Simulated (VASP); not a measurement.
## TePb (rocksalt type): single point with PBE

The system is TePb (rocksalt type).

```
Pb Te
1.0
     0.00000    3.04824    3.04824
     3.04824    0.00000    3.04824
     3.04824    3.04824    0.00000
Pb Te
1 1
Direct
  0.00000 0.00000 0.00000
  0.50000 0.50000 0.50000
```

This cell differs from its parent crystal: volume scaled by 0.8.

```
Program             : VASP 6.6.1
Task                : single point
Functional          : PBE
Potentials or basis : VASP PAW PBE potentials, release 64 (Pb_d, Te)
Cutoff              : 520 eV
k mesh              : 11 × 11 × 11
Occupations         : fermi-dirac, width 0.1 eV
Spin                : no spin polarisation
```

The pressure is 14.2 GPa.

Levels at points of the mesh, in eV from the Fermi level:
| k point | band 7 | band 8 | band 9 | band 10 | band 11 | band 12 | band 13 | band 14 |
| --- | --- | --- | --- | --- | --- | --- | --- | --- |
| (0.00, 0.00, 0.00) | -5.33 | -2.33 | -2.33 | -2.33 | 3.98 | 3.98 | 3.98 | 5.10 |

It took 30 s on 1 thread of Intel(R) Xeon(R) Platinum 8259CL CPU @ 2.50GHz (Skylake/Cascade Lake), with other jobs on the host, peak memory 0.21 GiB.

Caveat: this odd mesh misses L, where the gap lies, so gap, dielectric constants and Born charges aren't listed; spin-orbit coupling is left out, which moves the levels of the heavy elements.
